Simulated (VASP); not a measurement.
# MgSi3N2 (P6mm) in VASP: notebook

Runs on MgSi3N2. Level: PBE. Tasks: relaxation of cell and atoms, single point.

All numbers are computed with VASP 6.6.1; they aren't measurements. Logs are shortened: lines on timing, memory, paths and dates and some standing lists are left out, and cuts for length are marked.

## (1) The cell of the first run

The structure is hexagonal, space group P6mm (No. 183). Conventional cell: a = 5.027 Å, b = 5.027 Å, c = 3.531 Å, α = 90.00°, β = 90.00°, γ = 120.00°. Within 3.8 Å of Mg (site symmetry 6mm) lie 6 N at 2.91 Å and 12 Si at 2.94 to 3.22 Å and 2 Mg at 3.53 Å. Si (site symmetry 2mm) has 4 N at 2.28 to 2.30 Å and 4 Si at 2.51 Å and 2 Mg at 2.94 Å within 3.0 Å. Within 3.0 Å of N (site symmetry 3m) lie 6 Si at 2.28 to 2.30 Å and 3 N at 2.90 Å and 3 Mg at 2.91 Å.

The cell was generated, and may not be a known phase.

## (2) Relaxation of cell and atoms, PBE

INCAR reads:

```
PREC     = Accurate       # precision mode
ENCUT    = 600            # plane-wave cutoff, eV
EDIFF    = 1E-7           # SCF threshold, eV
ISMEAR   = 0              # smearing method
SIGMA    = 0.1            # smearing width, eV
LREAL    = F              # projectors in reciprocal space
LASPH    = T              # aspherical terms in the spheres
NELM     = 60             # most SCF steps
ALGO     = Normal         # electronic algorithm
ISIF     = 3              # what is computed and relaxed
LWAVE    = F              # write WAVECAR
LCHARG   = F              # write CHGCAR
GGA      = PE             # functional
IBRION   = 2              # ionic algorithm
NSW      = 90             # ionic steps
EDIFFG   = -0.04          # ionic threshold
```

KPOINTS reads:

```
Automatic mesh
0
Gamma
  6 6 6
```

POSCAR reads:

```
MgSi3N2
1.0
    5.0268837100      0.0000000000      0.0000000000
   -2.5134418500      4.3534089900      0.0000000000
    0.0000000000      0.0000000000      3.5307300600
Mg Si N
1 3 2
Direct
    0.0000000000      0.0000000000      0.8888130200
    0.5000000000      0.5000000000      0.4595159900
    0.5000000000      0.0000000000      0.4595159900
    0.0000000000      0.5000000000      0.4595159900
    0.6666666700      0.3333333300      0.9631379800
    0.3333333300      0.6666666700      0.9631379800
```

Potentials or basis: VASP PAW PBE potentials, release 64 (Mg, Si, N).

Run with:

```
$ cat potpaw_PBE.64/Mg/POTCAR potpaw_PBE.64/Si/POTCAR potpaw_PBE.64/N/POTCAR > POTCAR
$ mpirun -np 1 vasp_std > vasp.out
```

OUTCAR:

```text
PREC = Accurate
   ENCUT = 600
   EDIFF = 1E-7
   ISMEAR = 0
   LREAL = F
   LASPH = T
   NELM = 60
   ISIF = 3
   GGA = PE
   IBRION = 2
   NSW = 90
   EDIFFG = -0.04

 ion  position               nearest neighbor table
   1  0.000  0.000  0.889-   4 2.94   4 2.94   2 2.94   2 2.94   3 2.94   3 2.94   4 3.22   4 3.22
                             2 3.22   2 3.22   3 3.22   3 3.22
   2  0.500  0.500  0.460-   5 2.28   6 2.28   5 2.30   6 2.30   3 2.51   3 2.51   4 2.51   4 2.51
                             1 2.94   1 2.94   1 3.22   1 3.22
   3  0.500  0.000  0.460-   5 2.28   6 2.28   5 2.30   6 2.30   2 2.51   2 2.51   4 2.51   4 2.51
                             1 2.94   1 2.94   1 3.22   1 3.22
   4  0.000  0.500  0.460-   5 2.28   6 2.28   5 2.30   6 2.30   3 2.51   3 2.51   2 2.51   2 2.51
                             1 2.94   1 2.94   1 3.22   1 3.22
   5  0.667  0.333  0.963-   3 2.28   4 2.28   2 2.28   3 2.30   4 2.30   2 2.30
   6  0.333  0.667  0.963-   3 2.28   4 2.28   2 2.28   3 2.30   4 2.30   2 2.30

  LATTYP: Found a hexagonal cell.
 ALAT       =     5.0268837100
 C/A-ratio  =     0.7023695521

  Lattice vectors:

 A1 = (   5.0268837100,   0.0000000000,   0.0000000000)
 A2 = (  -2.5134418500,   4.3534089900,   0.0000000000)
 A3 = (   0.0000000000,   0.0000000000,   3.5307300600)

Analysis of symmetry for initial positions (statically):
=====================================================================
 Subroutine PRICEL returns:
 Original cell was already a primitive cell.

 Routine SETGRP: Setting up the symmetry group for a
 hexagonal supercell.

 Subroutine GETGRP returns: Found 12 space group operations
 (whereof 12 operations were pure point group operations)
 out of a pool of 24 trial point group operations.

The static configuration has the point symmetry C_6v.

Analysis of symmetry for dynamics (positions and initial velocities):
=====================================================================
 Subroutine PRICEL returns:
 Original cell was already a primitive cell.

 Routine SETGRP: Setting up the symmetry group for a
 hexagonal supercell.

 Subroutine GETGRP returns: Found 12 space group operations
 (whereof 12 operations were pure point group operations)
 out of a pool of 24 trial point group operations.

The dynamic configuration has the point symmetry C_6v.

 Subroutine INISYM returns: Found 12 space group operations
 (whereof 12 operations are pure point group operations),
 and found     1 'primitive' translations

----------------------------------------------------------------------------------------

                                     Primitive cell

  volume of cell :      77.2668

  direct lattice vectors                    reciprocal lattice vectors
     5.026883710  0.000000000  0.000000000     0.198930403  0.114852521  0.000000000
    -2.513441850  4.353408990  0.000000000     0.000000000  0.229705043  0.000000000
     0.000000000  0.000000000  3.530730060     0.000000000  0.000000000  0.283227543

  length of vectors
     5.026883710  5.026883703  3.530730060     0.229705043  0.229705043  0.283227543

  position of ions in fractional coordinates (direct lattice)
     0.000000000  0.000000000  0.888813020
     0.500000000  0.500000000  0.459515990
     0.500000000  0.000000000  0.459515990
     0.000000000  0.500000000  0.459515990
     0.666666670  0.333333330  0.963137980
     0.333333330  0.666666670  0.963137980

  ion indices of the primitive-cell ions
   primitive index   ion index
                 1           1
                 2           2
                 3           3
                 4           4
                 5           5
                 6           6

----------------------------------------------------------------------------------------

 KPOINTS: Automatic mesh

Automatic generation of k-mesh.
 Grid dimensions read from file:
 generate k-points for:    6    6    6

 Generating k-lattice:

  Cartesian coordinates                     Fractional coordinates (reciprocal lattice)
     0.033155067  0.019142087  0.000000000     0.166666667  0.000000000  0.000000000
     0.000000000  0.038284174  0.000000000     0.000000000  0.166666667  0.000000000
     0.000000000  0.000000000  0.047204591     0.000000000  0.000000000  0.166666667

  Length of vectors
     0.038284174  0.038284174  0.047204591

  Shift w.r.t. Gamma in fractional coordinates (k-lattice)
     0.000000000  0.000000000  0.000000000

 Subroutine IBZKPT returns following result:
 ===========================================

 Found     28 irreducible k-points:

 Following reciprocal coordinates:
            Coordinates               Weight
  0.000000  0.000000  0.000000      1.000000
  0.166667  0.000000  0.000000      6.000000
  0.333333 -0.000000  0.000000      6.000000
  0.500000 -0.000000  0.000000      3.000000
  0.166667  0.166667  0.000000      6.000000
  0.333333  0.166667  0.000000     12.000000
[... 16 lines left out ...]
[... 18 lines left out ...]
   LASPH  =      T    aspherical Exc in radial PAW
   ENCUT  =  600.0 eV  44.10 Ry    6.64 a.u.  10.04 10.04  7.05*2*pi/ulx,y,z
   NELM   =     60;   NELMIN=  2; NELMDL= -5     # of ELM steps
   EDIFF  = 0.1E-06   stopping-criterion for ELM
   LREAL  =      F    real-space projection
   EDIFFG = -.4E-01   stopping-criterion for IOM
   NSW    =     90    number of steps for IOM
   IBRION =      2    ionic relax: 0-MD 1-quasi-New 2-CG
   NFREE  =      1    steps in history (QN), initial steepest desc. (CG)
   ISIF   =      3    stress and relaxation
   ISYM   =      2    0-nonsym 1-usesym 2-fastsym
   POTIM  = 0.5000    time-step for ionic-motion
   TEBEG  =    0.0;   TEEND  =   0.0 temperature during run
   PSTRESS=    0.0 pullay stress
   NELECT =      24.0000    total number of electrons
   NUPDOWN=      -1.0000    fix difference up-down
   EMIN   =  10.00;   EMAX   =-10.00  energy-range for DOS
   EFERMI =   0.00;   METHOD = LEGACY
   ISMEAR =     0;   SIGMA  =   0.10  broadening in eV -4-tet -1-fermi 0-gaus
   EFERMI_NEDOS =   21; number of points for ismear=-14 and -15
   IALGO  =     38    algorithm
   IMIX   =      4    mixing-type and parameters
     AMIX     =   0.40;   BMIX     =  1.00
     AMIX_MAG =   1.60;   BMIX_MAG =  1.00
  volume/ion in A,a.u.               =      12.88        86.90
  Fermi-wavevector in a.u.,A,eV,Ry     =   1.108701  2.095140 16.724515  1.229217
  Thomas-Fermi vector in A             =   2.245231
   LORBIT       =      0    0 simple, 1 ext, 2 COOP (PROOUT), +10 PAW based schemes
   GGA     = PE    functional components
   LHFCALC =     F    Hartree Fock is set to
   AEXX    =    0.0000 exact exchange contribution
   IVDW    =     0    specifies the selected vdW correction
   LEPSILON=     F    determine dielectric tensor
   LRPA    =     F    only Hartree local field effects (RPA)
 conjugate gradient relaxation of ions
 non-spin polarized calculation
 Gauss-broadening in eV      SIGMA  =   0.10
  energy-cutoff  :      600.00
  volume of cell :       77.27
 maximum number of plane-waves:      2607
   NGX = 21   NGY = 21   NGZ = 15

--------------------------------------- Ionic step        1  -------------------------------------------

 number of electron      23.9999999 magnetization

 Free energy of the ion-electron system (eV)
  ---------------------------------------------------
  ext. energy  EPLUGINS =         0.00000000
  ---------------------------------------------------
  free energy    TOTEN  =       -29.87772667 eV

  energy without entropy =      -29.86373356  energy(sigma->0) =      -29.87073011

------------------------ aborting loop because EDIFF is reached ----------------------------------------

  FORCE on cell =-STRESS in cart. coord.  units (eV):
  Direction    XX          YY          ZZ          XY          YZ          ZX
  --------------------------------------------------------------------------------------
  -------------------------------------------------------------------------------------
  Total       -0.9440927     -0.9440927     -6.9354132     -0.0000000      0.0000000      0.0000000
  in kB      -19.5763803    -19.5763803   -143.8103351     -0.0000000      0.0000000      0.0000000
  external PRESSURE =     -60.9876986 kB  Pullay stress =       0.0000000 kB
[... 101 lines left out ...]
  FREE ENERGIE OF THE ION-ELECTRON SYSTEM (eV)
  ---------------------------------------------------
  free  energy   TOTEN  =       -30.2056003348 eV

  energy  without entropy=      -30.1867689147  energy(sigma->0) =      -30.19618462

 E-fermi :   6.4097     XC(G=0): -10.2247

 val. band max:        6.3944963151   @ k =   0.1667   0.1667   0.1667
 cond. band min:       6.4439364348   @ k =   0.5000  -0.0000   0.5000
 fundamental gap:      0.0494401196
 Fermi energy:         6.4096731319

 k-point     1 :       0.0000    0.0000    0.0000
  band No.  band energies     occupation
      1     -11.1846      2.00000
      2      -9.5371      2.00000
      3      -2.1168      2.00000
      4      -2.1168      2.00000
      5       0.1424      2.00000
      6       0.3403      2.00000
[... 435 lines left out ...]
      5      -1.2481      2.00000
      6      -0.3234      2.00000
[... 8 lines left out ...]
     15       9.5323      0.00000
     16       9.8921      0.00000

 [... further k-points ...]

[... ionic steps 4 to 42 ...]

--------------------------------------- Ionic step       43  -------------------------------------------

 number of electron      24.0000006 magnetization

------------------------ aborting loop because EDIFF is reached ----------------------------------------
[... 75 lines left out ...]
--------------------------------------- Ionic step       45  -------------------------------------------

 number of electron      24.0000004 magnetization

 Free energy of the ion-electron system (eV)
  ---------------------------------------------------
  ext. energy  EPLUGINS =         0.00000000
  ---------------------------------------------------
  free energy    TOTEN  =       -32.53692544 eV

  energy without entropy =      -32.52464844  energy(sigma->0) =      -32.53078694

 E-fermi :   4.8473     XC(G=0):  -9.3122

 val. band max:        4.8353794819   @ k =   0.3333  -0.0000   0.5000
 cond. band min:       4.8869969959   @ k =   0.1667   0.1667   0.0000
 fundamental gap:      0.0516175140
 Fermi energy:         4.8472621837

 k-point     1 :       0.0000    0.0000    0.0000
  band No.  band energies     occupation
      1     -12.8027      2.00000
      2     -11.0956      2.00000
      3      -3.2360      2.00000
      4      -3.2360      2.00000
      5      -2.5784      2.00000
      6      -0.8930      2.00000
[... 480 lines left out ...]
  FREE ENERGIE OF THE ION-ELECTRON SYSTEM (eV)
  ---------------------------------------------------
  free  energy   TOTEN  =       -32.5369254401 eV

  energy  without entropy=      -32.5246484365  energy(sigma->0) =      -32.53078694

 reached required accuracy - stopping structural energy minimisation
```

Run time: 21 min. Hardware: 1 thread of Intel Xeon Platinum 8259CL at 2.50GHz (Skylake/Cascade Lake), shared host; peak memory 0.24 GiB.

Results:

```yaml
Free_energy: -32.5369 eV
Relaxed_volume: 16.63 Å³/atom
Relaxed_cell: a = 5.185 Å, b = 5.185 Å, c = 4.286 Å, α = 90.00°, β = 90.00°, γ = 120.00°
Space_group_after_relaxing_to_0.1_Å: P6mm (No. 183)
Energy_gained_by_relaxing: 443.2 meV/atom
Ionic_steps: 45
Pressure_after_relaxing: 0.0 GPa
Largest_force_after_relaxing: 0.028 eV/Å
Band_gap_on_the_k_mesh: zero (bands 12 and 13 overlap by 0.98 eV)
```

Forces on the atoms (eV/Å):
```
Mg   0.000  0.000  0.018
Si   0.000  0.000 -0.025
Si   0.000  0.000 -0.025
Si   0.000  0.000 -0.025
N    0.000  0.000  0.028
N    0.000  0.000  0.028
```

Stress tensor (GPa, compression positive):
```
 0.17  0.00  0.00
 0.00  0.17  0.00
 0.00  0.00 -0.38
```

The path:
```csv
step,energy change (eV),largest force (eV/Å),pressure (GPa),volume (Å³)
1,0.0000,0.3676,-6.10,77.27
3,-0.3279,0.6588,5.10,70.08
5,-1.2752,0.4296,5.74,71.06
7,-1.3366,0.2795,5.92,71.01
9,-1.4065,0.7696,-4.13,78.43
11,-1.5319,0.6842,-0.96,77.09
13,-0.6456,2.8329,15.31,88.17
15,-1.8550,0.6629,3.30,83.31
17,-1.8952,0.6421,0.68,86.50
19,-1.9319,0.5946,-1.42,86.82
21,-2.0320,0.3579,1.10,82.28
23,-2.1839,0.3420,2.25,82.65
25,-2.2215,0.3539,3.25,82.75
27,-2.3986,0.6123,-0.50,89.87
29,-2.5106,0.7320,1.12,93.82
31,-2.5905,0.4863,1.17,98.67
33,-2.6090,0.4116,0.02,102.57
35,-2.6296,0.2031,-1.38,103.23
37,-2.6477,0.2423,0.12,101.11
39,-2.6542,0.1616,0.28,101.15
41,-2.6560,0.0381,-0.36,101.51
43,-2.6587,0.0197,-0.16,100.44
45,-2.6592,0.0283,-0.01,99.76
```

Final structure:
```
Mg Si N
1.0
     5.18460    0.00000    0.00000
    -2.59230    4.49000    0.00000
     0.00000    0.00000    4.28557
Mg Si N
1 3 2
Direct
  0.00000 0.00000 0.69217
  0.50000 0.50000 0.39576
  0.50000 0.00000 0.39576
  0.00000 0.50000 0.39576
  0.66667 0.33333 0.15709
  0.33333 0.66667 0.15709
```

Caveat: the volume moved by over 15 % at a fixed basis, so the end points are rough.

## (3) Single point, PBE

This run uses another cell than the first one, of 16.93 Å³/atom.

INCAR reads:

```
SYSTEM = MgSi3N2
PREC = Accurate ; ENCUT = 520
EDIFF = 1E-7 ; ISMEAR = 0
SIGMA = 0.1 ; LREAL = .FALSE.
LASPH = .TRUE. ; NELM = 100
ALGO = Normal ; ISIF = 2
LWAVE = .FALSE. ; LCHARG = .FALSE.
GGA = PE ; NBANDS = 21
```

KPOINTS reads:

```
Automatic mesh
0
G
  12 12 10
  0 0 0
```

POSCAR reads:

```
MgSi3N2
1.0
    5.1879774042      0.0000000000      0.0000000000
   -2.5939887021      4.4929202263      0.0000000000
    0.0000000000      0.0000000000      4.3575379064
Mg Si N
1 3 2
Direct
    0.0000000000      0.0000000000      0.6871129698
    0.5000000000      0.5000000000      0.3948990114
    0.5000000000      0.0000000000      0.3948990114
    0.0000000000      0.5000000000      0.3948990114
    0.6666666667      0.3333333333      0.1609134730
    0.3333333333      0.6666666667      0.1609134730
```

Potentials or basis: VASP PAW PBE potentials, release 64 (Mg, Si, N).

Run with:

```
$ cat potpaw_PBE.64/Mg/POTCAR potpaw_PBE.64/Si/POTCAR potpaw_PBE.64/N/POTCAR > POTCAR
$ mpirun -np 1 vasp_std > vasp.out
```

Run time: 3.7 min. Hardware: 1 thread of Intel Xeon Platinum 8259CL at 2.50GHz (Skylake/Cascade Lake), shared host; peak memory 0.37 GiB.

Results (log left out):

- Free energy: -32.5582 eV
- Pressure: -0.1 GPa
- Largest force: 0.014 eV/Å
- Band gap on the k mesh: zero (bands 12 and 13 overlap by 0.95 eV)

Forces on the atoms (eV/Å):
```
Mg   0.000  0.000 -0.014
Si   0.000  0.000  0.003
Si   0.000  0.000  0.003
Si   0.000  0.000  0.003
N    0.000  0.000  0.003
N    0.000  0.000  0.003
```

Stress tensor (GPa, compression positive):
```
-0.02  0.00  0.00
 0.00 -0.02  0.00
 0.00  0.00 -0.11
```

Levels at points of the mesh, in eV from the Fermi level:
```csv
k point,band 9,band 10,band 11,band 12,band 13,band 14,band 15,band 16
"(0.00, 0.00, 0.00)",-3.97,-0.38,-0.38,-0.34,-0.34,-0.04,1.93,3.61
"(0.50, 0.00, 0.00)",-2.83,-2.54,-1.54,-1.20,1.72,2.41,2.92,3.28
"(0.00, 0.00, 0.50)",-2.38,-1.21,-1.21,-0.61,-0.61,-0.13,2.84,3.63
"(0.50, 0.00, 0.50)",-2.91,-2.33,-0.96,-0.14,1.24,1.79,2.80,2.95
```

## (4) Single point, PBE, collinear spin, ferromagnetic start

This run uses another cell than the first one, of 16.59 Å³/atom.

INCAR reads:

```
SYSTEM = MgSi3N2
PREC = Accurate ; ENCUT = 520
EDIFF = 1E-7 ; ISMEAR = 0
SIGMA = 0.1 ; LREAL = .FALSE.
LASPH = .TRUE. ; NELM = 150
ALGO = Normal ; ISIF = 2
LWAVE = .FALSE. ; LCHARG = .FALSE.
ISPIN = 2 ; MAGMOM = 0 0 0 0 1 1
LORBIT = 11 ; GGA = PE
NBANDS = 25
```

KPOINTS reads:

```
regular mesh
0
G
  6 6 4
  0 0 0
```

POSCAR reads:

```
MgSi3N2
1.0
    5.1973212218      0.0000000000      0.0000000000
   -2.5986606109      4.5010122097      0.0000000000
    0.0000000000      0.0000000000      4.2563396057
Mg Si N
1 3 2
Direct
    0.0000000000      0.0000000000      0.6951135259
    0.5000000000      0.5000000000      0.3952523979
    0.5000000000      0.0000000000      0.3952523979
    0.0000000000      0.5000000000      0.3952523979
    0.6666666667      0.3333333333      0.1563831152
    0.3333333333      0.6666666667      0.1563831152
```

Run with:

```
$ cat potpaw_PBE.64/Mg/POTCAR potpaw_PBE.64/Si/POTCAR potpaw_PBE.64/N/POTCAR > POTCAR
$ mpirun -np 1 vasp_std > vasp.out
```

Run time: 2.1 min. Hardware: 1 thread of Intel Xeon Platinum 8259CL at 2.50GHz (Skylake/Cascade Lake), shared host; peak memory 0.3 GiB.

Results (log left out):

```
Free energy                                           : -32.5577 eV
Pressure                                              : -0.1 GPa
Largest force                                         : 0.012 eV/Å
Band gap on the k mesh                                : zero (filled and empty bands overlap)
Net moment                                            : 0.00 μB per cell
Valence electrons inside the program's atomic spheres : Mg 0.31; Si 1.59; N 3.78
```

Forces in eV/Å, atoms in the order of the input:
```
Mg   0.000  0.000 -0.012
Si   0.000  0.000  0.002
Si   0.000  0.000  0.002
Si   0.000  0.000  0.002
N    0.000  0.000  0.004
N    0.000  0.000  0.004
```

Stress tensor (GPa, compression positive):
```
-0.12  0.00  0.00
 0.00 -0.12  0.00
 0.00  0.00  0.06
```

Levels at points of the mesh, in eV from the Fermi level:
Spin up:
```csv
k point,band 10,band 11,band 12,band 13,band 14,band 15
"(0.00, 0.00, 0.00)",-0.36,-0.36,-0.34,-0.34,-0.12,1.85
"(0.50, 0.00, 0.00)",-2.63,-1.51,-1.30,1.65,2.48,2.89
"(0.00, 0.00, 0.50)",-1.30,-1.30,-0.65,-0.65,-0.14,2.97
"(0.50, 0.00, 0.50)",-2.40,-0.91,-0.15,1.23,1.75,2.76
```
Spin down:
```
           k point  band 9  band 10  band 11  band 12  band 13  band 14  band 15  band 16
(0.00, 0.00, 0.00)   -4.05    -0.36    -0.36    -0.34    -0.34    -0.12     1.85     3.80
(0.50, 0.00, 0.00)   -2.85    -2.63    -1.51    -1.30     1.65     2.48     2.89     3.24
(0.00, 0.00, 0.50)   -2.37    -1.30    -1.30    -0.65    -0.65    -0.14     2.97     3.76
(0.50, 0.00, 0.50)   -2.95    -2.40    -0.91    -0.15     1.23     1.75     2.76     2.91
```

Caveat: the k points lie up to 0.37 Å⁻¹ apart, too coarse for converged energies and pressures of a metal.

## (5) Summary

| task | spin | cell | k mesh | cutoff (eV) | gap on the mesh (eV) | pressure (GPa) | largest force (eV/Å) |
| --- | --- | --- | --- | --- | --- | --- | --- |
| relaxation of cell and atoms | off | relaxed from a = 5.027, b = 5.027, c = 3.531 Å, angles 90.0, 90.0, 120.0°, 6 atoms, atomic positions A | 6 × 6 × 6 | 600 | none | 0.0 | 0.03 |
| single point | off | a = 5.188, b = 5.188, c = 4.358 Å, angles 90.0, 90.0, 120.0°, 6 atoms, atomic positions B | 12 × 12 × 10 | 520 | none | -0.1 | 0.01 |
| single point | collinear, ferromagnetic start | a = 5.197, b = 5.197, c = 4.256 Å, angles 90.0, 90.0, 120.0°, 6 atoms, atomic positions C | 6 × 6 × 4 | 520 | none | -0.1 | 0.01 |

Alike in all rows: level PBE; potentials or basis VASP PAW PBE potentials, release 64 (Mg, Si, N); smearing gaussian 0.1 eV.

Caveats: some runs use coarse meshes; the volume moved by over 15 % at a fixed basis, so the end points are rough (at least some runs).

Total energies depend on the potentials used, so only differences within one code and one set of settings carry meaning.

The gap in the log of VASP goes by the Fermi energy; the results here count the filled bands.